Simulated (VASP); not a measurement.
# Ti6H in VASP: further runs

Runs on Ti6H. Level: PBE. Tasks: single point.

All numbers are computed with VASP 6.6.1; they aren't measurements. Logs are shortened: lines on timing, memory, paths and dates and some standing lists are left out, and cuts for length are marked.

### 1 The cell of the first run

The cell holds a slab with vacuum, 7 atoms: a = 4.604 Å, b = 4.604 Å, c = 19.997 Å, α = 90.00°, β = 90.00°, γ = 120.00°.

### 2 Single point, PBE

Contents of INCAR:

```
PREC = Accurate ; ENCUT = 520
EDIFF = 1E-6 ; ISMEAR = 0
SIGMA = 0.1 ; LREAL = F
LASPH = T ; NELM = 100
ALGO = Normal ; ISIF = 2
LWAVE = F ; LCHARG = T
LDIPOL = T ; IDIPOL = 3
DIPOL = 0.5 0.5 0.339 ; GGA = PE
LELF = T ; LVHAR = T
LVACPOTAV = T ; NBANDS = 46
```

Contents of KPOINTS:

```
regular mesh
0
Gamma
  6 6 1
```

Contents of POSCAR:

```
Ti6H
1.0
    4.6037402192      0.0000000000      0.0000000000
   -2.3018701096      3.9869559822      0.0000000000
    0.0000000000      0.0000000000     19.9968207719
Ti H
6 1
Direct
    0.6666666666      0.3333333333      0.2000317973
    0.3333333333      0.6666666667      0.2470259945
    0.0000000000      0.0000000000      0.2940201916
    0.6666666666      0.3333333333      0.3353091140
    0.3333333333      0.6666666667      0.3717707007
    0.0000000000      0.0000000000      0.4249085827
    0.1111111111      0.2222222222      0.5004512334
```

Potentials or basis: VASP PAW PBE potentials, release 64 (Ti_sv, H).

Run with:

```console
> cat potpaw_PBE.64/Ti_sv/POTCAR potpaw_PBE.64/H/POTCAR > POTCAR
> mpirun -np 1 vasp_std > vasp.out
```

OUTCAR:

```text
PREC = Accurate
   ENCUT = 520
   EDIFF = 1E-6
   ISMEAR = 0
   LREAL = F
   LASPH = T
   NELM = 100
   ISIF = 2
   GGA = PE

 ion  position               nearest neighbor table
   1  0.667  0.333  0.200-   4 2.71   2 2.82   2 2.82   2 2.82
   2  0.333  0.667  0.247-   5 2.49   3 2.82   3 2.82   3 2.82   1 2.82   1 2.82   1 2.82
   3  0.000  0.000  0.294-   6 2.62   4 2.78   4 2.78   4 2.78   2 2.82   2 2.82   2 2.82
   4  0.667  0.333  0.335-   1 2.71   5 2.76   5 2.76   5 2.76   3 2.78   3 2.78   3 2.78
   5  0.333  0.667  0.372-   2 2.49   4 2.76   4 2.76   4 2.76   6 2.86   6 2.86   6 2.86
   6  0.000  0.000  0.425-   7 1.75   3 2.62   5 2.86   5 2.86   5 2.86
   7  0.111  0.222  0.500-   6 1.75

  LATTYP: Found a hexagonal cell.
 ALAT       =     4.6037402192
 C/A-ratio  =     4.3436032052

  Lattice vectors:

 A1 = (   4.6037402192,   0.0000000000,   0.0000000000)
 A2 = (  -2.3018701096,   3.9869559822,   0.0000000000)
 A3 = (   0.0000000000,   0.0000000000,  19.9968207719)

Analysis of symmetry for initial positions (statically):
=====================================================================
 Subroutine PRICEL returns:
 Original cell was already a primitive cell.

 Routine SETGRP: Setting up the symmetry group for a
 hexagonal supercell.

 Subroutine GETGRP returns: Found  2 space group operations
 (whereof  2 operations were pure point group operations)
 out of a pool of 24 trial point group operations.

The static configuration has the point symmetry C_1h.

Analysis of symmetry for dynamics (positions and initial velocities):
=====================================================================
 Subroutine PRICEL returns:
 Original cell was already a primitive cell.

 Routine SETGRP: Setting up the symmetry group for a
 hexagonal supercell.

 Subroutine GETGRP returns: Found  2 space group operations
 (whereof  2 operations were pure point group operations)
 out of a pool of 24 trial point group operations.

The dynamic configuration has the point symmetry C_1h.

 Subroutine INISYM returns: Found  2 space group operations
 (whereof  2 operations are pure point group operations),
 and found     1 'primitive' translations

----------------------------------------------------------------------------------------

                                     Primitive cell

  volume of cell :     367.0398

  direct lattice vectors                    reciprocal lattice vectors
     4.603740219  0.000000000  0.000000000     0.217214689  0.125408959  0.000000000
    -2.301870110  3.986955982  0.000000000     0.000000000  0.250817918  0.000000000
     0.000000000  0.000000000 19.996820772     0.000000000  0.000000000  0.050007949

  length of vectors
     4.603740219  4.603740219 19.996820772     0.250817918  0.250817918  0.050007949

  position of ions in fractional coordinates (direct lattice)
     0.666666667  0.333333333  0.200031797
     0.333333333  0.666666667  0.247025994
     0.000000000  0.000000000  0.294020192
     0.666666667  0.333333333  0.335309114
     0.333333333  0.666666667  0.371770701
     0.000000000  0.000000000  0.424908583
     0.111111111  0.222222222  0.500451233

  ion indices of the primitive-cell ions
   primitive index   ion index
                 1           1
                 2           2
                 3           3
                 4           4
                 5           5
                 6           6
                 7           7

----------------------------------------------------------------------------------------

 KPOINTS: regular mesh

Automatic generation of k-mesh.
 Grid dimensions read from file:
 generate k-points for:    6    6    1

 Generating k-lattice:

  Cartesian coordinates                     Fractional coordinates (reciprocal lattice)
     0.036202448  0.020901493  0.000000000     0.166666667  0.000000000  0.000000000
     0.000000000  0.041802986  0.000000000     0.000000000  0.166666667  0.000000000
     0.000000000  0.000000000  0.050007949     0.000000000  0.000000000  1.000000000

  Length of vectors
     0.041802986  0.041802986  0.050007949

  Shift w.r.t. Gamma in fractional coordinates (k-lattice)
     0.000000000  0.000000000  0.000000000

 Subroutine IBZKPT returns following result:
 ===========================================

 Found     13 irreducible k-points:

 Following reciprocal coordinates:
            Coordinates               Weight
  0.000000  0.000000  0.000000      1.000000
  0.166667  0.000000  0.000000      4.000000
  0.000000  0.166667  0.000000      2.000000
  0.333333  0.000000  0.000000      4.000000
  0.000000  0.333333  0.000000      2.000000
  0.500000  0.000000  0.000000      2.000000
  0.000000  0.500000  0.000000      1.000000
  0.166667  0.166667  0.000000      4.000000
 -0.333333  0.166667  0.000000      2.000000
  0.333333  0.166667  0.000000      4.000000
 -0.166667  0.500000  0.000000      4.000000
  0.500000  0.333333  0.000000      4.000000
  0.333333  0.333333  0.000000      2.000000
   k-points           NKPTS =     13   k-points in BZ     NKDIM =     13   number of bands    NBANDS=     46
   number of dos      NEDOS =    301   number of ions     NIONS =      7
   total plane-waves  NPLWV = 194400
   dimension x,y,z NGX =    36 NGY =   36 NGZ =  150
   dimension x,y,z NGXF=    72 NGYF=   72 NGZF=  300
   ions per type =               6   1
   NGX,Y,Z   is equivalent  to a cutoff of  13.00, 13.00, 12.47 a.u.
   NGXF,Y,Z  is equivalent  to a cutoff of  26.00, 26.00, 24.94 a.u.
 SYSTEM =  unknown system
   PREC   = accura    normal or accurate (medium, high low for compatibility)
   ISTART =      0    job   : 0-new  1-cont  2-samecut
   ICHARG =      2    charge: 1-file 2-atom 10-const
   ISPIN  =      1    spin polarized calculation?
   LNONCOLLINEAR =      F non collinear calculations
   LSORBIT =      F    spin-orbit coupling
   LASPH  =      T    aspherical Exc in radial PAW
   ENCUT  =  520.0 eV  38.22 Ry    6.18 a.u.   8.56  8.56 37.18*2*pi/ulx,y,z
   NELM   =    100;   NELMIN=  2; NELMDL= -5     # of ELM steps
   EDIFF  = 0.1E-05   stopping-criterion for ELM
   LREAL  =      F    real-space projection
   EDIFFG = 0.1E-04   stopping-criterion for IOM
   NSW    =      0    number of steps for IOM
   IBRION =     -1    ionic relax: 0-MD 1-quasi-New 2-CG
   NFREE  =      0    steps in history (QN), initial steepest desc. (CG)
   ISIF   =      2    stress and relaxation
   ISYM   =      2    0-nonsym 1-usesym 2-fastsym
   POTIM  = 0.5000    time-step for ionic-motion
   TEBEG  =    0.0;   TEEND  =   0.0 temperature during run
   PSTRESS=    0.0 pullay stress
   NELECT =      73.0000    total number of electrons
   NUPDOWN=      -1.0000    fix difference up-down
   EMIN   =  10.00;   EMAX   =-10.00  energy-range for DOS
   EFERMI =   0.00;   METHOD = LEGACY
   ISMEAR =     0;   SIGMA  =   0.10  broadening in eV -4-tet -1-fermi 0-gaus
   EFERMI_NEDOS =   21; number of points for ismear=-14 and -15
   IALGO  =     38    algorithm
   IMIX   =      4    mixing-type and parameters
     AMIX     =   0.40;   BMIX     =  1.00
     AMIX_MAG =   1.60;   BMIX_MAG =  1.00
  volume/ion in A,a.u.               =      52.43       353.84
  Fermi-wavevector in a.u.,A,eV,Ry     =   0.955604  1.805830 12.424560  0.913179
  Thomas-Fermi vector in A             =   2.084457
   LORBIT       =      0    0 simple, 1 ext, 2 COOP (PROOUT), +10 PAW based schemes
   GGA     = PE    functional components
   LHFCALC =     F    Hartree Fock is set to
   AEXX    =    0.0000 exact exchange contribution
   IVDW    =     0    specifies the selected vdW correction
   LEPSILON=     F    determine dielectric tensor
   LRPA    =     F    only Hartree local field effects (RPA)
 non-spin polarized calculation
 Gauss-broadening in eV      SIGMA  =   0.10
  energy-cutoff  :      520.00
  volume of cell :      367.04
 maximum number of plane-waves:      9981
 NGX is ok and might be reduce to    36
   NGX = 17   NGY = 17   NGZ = 75

 dipolmoment           0.000000      0.000000     -0.136053 electrons x Angstroem

 number of electron      72.9999981 magnetization

 dipolmoment           0.000000      0.000000      0.203639 electrons x Angstroem

 Free energy of the ion-electron system (eV)
  ---------------------------------------------------
  ext. energy  EPLUGINS =         0.00000000
  ---------------------------------------------------
  free energy    TOTEN  =       -44.83117796 eV

  energy without entropy =      -44.74127698  energy(sigma->0) =      -44.78622747

 E-fermi :  -0.7497     XC(G=0):  -4.4151

 val. band max:       -0.7542374134   @ k =   0.0000   0.1667   0.0000
 cond. band min:      -0.7417132452   @ k =  -0.3333   0.1667   0.0000
 fundamental gap:      0.0125241681
 Fermi energy:        -0.7496667444

 k-point     1 :       0.0000    0.0000    0.0000
  band No.  band energies     occupation
      1     -57.8300      2.00000
      2     -57.6800      2.00000
      3     -57.2366      2.00000
      4     -57.1258      2.00000
      5     -57.0636      2.00000
      6     -56.9708      2.00000
[... 38 lines left out ...]
     45       1.0476      0.00000
     46       1.0542      0.00000

 k-point     2 :       0.1667    0.0000    0.0000
  band No.  band energies     occupation
      1     -57.8294      2.00000
      2     -57.6794      2.00000
      3     -57.2271      2.00000
      4     -57.1291      2.00000
      5     -57.0685      2.00000
      6     -56.9735      2.00000
[... 38 lines left out ...]
     45       0.9923      0.00000
     46       1.0181      0.00000

 k-point     3 :       0.0000    0.1667    0.0000
  band No.  band energies     occupation
      1     -57.8294      2.00000
      2     -57.6794      2.00000
      3     -57.2271      2.00000
      4     -57.1291      2.00000
      5     -57.0685      2.00000
      6     -56.9735      2.00000
[... 38 lines left out ...]
     45       1.0136      0.00000
     46       1.0192      0.00000

 k-point     4 :       0.3333    0.0000    0.0000
  band No.  band energies     occupation
      1     -57.8283      2.00000
      2     -57.6781      2.00000
      3     -57.2027      2.00000
      4     -57.1399      2.00000
      5     -57.0796      2.00000
      6     -56.9788      2.00000
[... 381 lines left out ...]
     45       0.6913      0.00000
     46       0.9054      0.00000

 k-point    12 :       0.5000    0.3333    0.0000
  band No.  band energies     occupation
      1     -57.8278      2.00000
      2     -57.6776      2.00000
      3     -57.1847      2.00000
      4     -57.1490      2.00000
      5     -57.0875      2.00000
      6     -56.9813      2.00000
[... 38 lines left out ...]
     45       0.5971      0.00000
     46       0.9195      0.00000

 k-point    13 :       0.3333    0.3333    0.0000
  band No.  band energies     occupation
      1     -57.8275      2.00000
      2     -57.6773      2.00000
      3     -57.1706      2.00000
      4     -57.1569      2.00000
      5     -57.0933      2.00000
      6     -56.9824      2.00000
[... 38 lines left out ...]
     45       0.6461      0.00000
     46       0.7876      0.00000

------------------------ aborting loop because EDIFF is reached ----------------------------------------

  FORCE on cell =-STRESS in cart. coord.  units (eV):
  Direction    XX          YY          ZZ          XY          YZ          ZX
  --------------------------------------------------------------------------------------
  -------------------------------------------------------------------------------------
  Total       -2.4094437     -3.3995223      0.0730847      0.0000000      0.8645528      0.0000000
  in kB      -10.5175399    -14.8393636      0.3190246      0.0000000      3.7738870      0.0000000
  external PRESSURE =      -8.3459596 kB  Pullay stress =       0.0000000 kB

 VOLUME and BASIS-vectors are now :
 -----------------------------------------------------------------------------
  energy-cutoff  :      520.00
  volume of cell :      367.04
      direct lattice vectors                 reciprocal lattice vectors
     4.603740219  0.000000000  0.000000000     0.217214689  0.125408959  0.000000000
    -2.301870110  3.986955982  0.000000000     0.000000000  0.250817918  0.000000000
     0.000000000  0.000000000 19.996820772     0.000000000  0.000000000  0.050007949

 POSITION                                       TOTAL-FORCE (eV/Angst)
 -----------------------------------------------------------------------------------
      2.30187      1.32899      4.00000        -0.000000      0.085951      0.096387
     -0.00000      2.65797      4.93973        -0.000000     -0.027876      0.432793
      0.00000      0.00000      5.87947        -0.000000      0.038139     -0.703637
      2.30187      1.32899      6.70512         0.000000     -0.146701     -0.304318
     -0.00000      2.65797      7.43423        -0.000000     -0.417795      0.296628
      0.00000      0.00000      8.49682        -0.000000      0.107521      0.174270
      0.00000      0.88599     10.00743         0.000000      0.360762      0.007877
 -----------------------------------------------------------------------------------
    total drift:                                0.000002     -0.000049      0.000220

  FREE ENERGIE OF THE ION-ELECTRON SYSTEM (eV)
  ---------------------------------------------------
  free  energy   TOTEN  =       -44.8311779566 eV

  energy  without entropy=      -44.7412769760  energy(sigma->0) =      -44.78622747

 vacuum level on the upper side and lower side of the slab         4.727         2.720
```

Wall time 3.9 min (1 thread of Intel Xeon 6975P-C (Granite Rapids), shared host); peak memory 0.52 GiB.

Results:

- Free energy: -44.8312 eV
- Largest force: 0.705 eV/Å
- Band gap on the k mesh: zero (an odd number of electrons rules out a gap without spin polarisation)

Forces on the atoms (eV/Å):
```
Ti   0.000  0.086  0.096
Ti   0.000 -0.028  0.433
Ti   0.000  0.038 -0.704
Ti   0.000 -0.147 -0.304
Ti   0.000 -0.418  0.297
Ti   0.000  0.108  0.174
H    0.000  0.361  0.008
```

Levels at points of the mesh, in eV from the Fermi level:
| k point | band 35 | band 36 | band 37 | band 38 | band 39 | band 40 |
| --- | --- | --- | --- | --- | --- | --- |
| (0.00, 0.00, 0.00) | -0.45 | -0.15 | -0.13 | -0.12 | 0.04 | 0.05 |
| (0.50, 0.00, 0.00) | -0.26 | -0.17 | -0.09 | 0.05 | 0.31 | 0.44 |
| (0.00, 0.50, 0.00) | -0.27 | -0.17 | -0.03 | 0.05 | 0.37 | 0.41 |

### 3 Single point, PBE

Contents of INCAR:

```
PREC     = Accurate       # precision mode
ENCUT    = 520            # plane-wave cutoff, eV
EDIFF    = 1E-7           # SCF threshold, eV
ISMEAR   = 0              # smearing method
SIGMA    = 0.1            # smearing width, eV
LREAL    = False          # projectors in reciprocal space
LASPH    = True           # aspherical terms in the spheres
NELM     = 80             # most SCF steps
ALGO     = Normal         # electronic algorithm
ISIF     = 2              # what is computed and relaxed
LWAVE    = False          # write WAVECAR
LCHARG   = False          # write CHGCAR
LDIPOL   = True         
IDIPOL   = 3            
DIPOL    = 0.5 0.5 0.339
GGA      = PE             # functional
NBANDS   = 46             # bands
```

Contents of KPOINTS:

```
Automatic mesh
0
Gamma
  6 6 1
```

Contents of POSCAR:

```
Ti6H
1.0
    4.6037402192      0.0000000000      0.0000000000
   -2.3018701096      3.9869559822      0.0000000000
    0.0000000000      0.0000000000     19.9968207719
Ti H
6 1
Direct
    0.6666666667      0.3333333334      0.2000317973
    0.3333333333      0.6666666667      0.2470259945
    0.0000000000      0.0000000000      0.2940201916
    0.6666666667      0.3333333334      0.3353091140
    0.3333333333      0.6666666667      0.3717707007
    0.0000000000      0.0000000000      0.4249085827
    0.2222222222      0.1111111111      0.5012452151
```

Potentials or basis: VASP PAW PBE potentials, release 64 (Ti_sv, H).

Run with:

```console
> cat potpaw_PBE.64/Ti_sv/POTCAR potpaw_PBE.64/H/POTCAR > POTCAR
> mpirun -np 1 vasp_std > vasp.out
```

Run time: 4.5 min. Hardware: 1 thread of Intel Xeon 6975P-C (Granite Rapids), shared host; peak memory 0.51 GiB.

Results (log left out):

* Free energy: -44.7176 eV
* Largest force: 0.718 eV/Å
* Band gap on the k mesh: zero (an odd number of electrons rules out a gap without spin polarisation)

Forces on the atoms (eV/Å):
```
Ti   0.046  0.027  0.121
Ti   0.031  0.018  0.462
Ti   0.015  0.009 -0.718
Ti  -0.080 -0.046 -0.262
Ti  -0.381 -0.220  0.039
Ti   0.429  0.248  0.370
H   -0.060 -0.035 -0.011
```

Levels at points of the mesh, in eV from the Fermi level:
```csv
k point,band 33,band 34,band 35,band 36,band 37,band 38,band 39,band 40
"(0.00, 0.00, 0.00)",-0.59,-0.46,-0.45,-0.15,-0.14,-0.11,0.05,0.08
"(0.50, 0.00, 0.00)",-0.62,-0.38,-0.26,-0.13,-0.09,0.04,0.39,0.42
"(0.00, 0.50, 0.00)",-0.49,-0.36,-0.26,-0.20,-0.06,0.05,0.27,0.42
```

The gap in the log of VASP goes by the Fermi energy; the results here count the filled bands.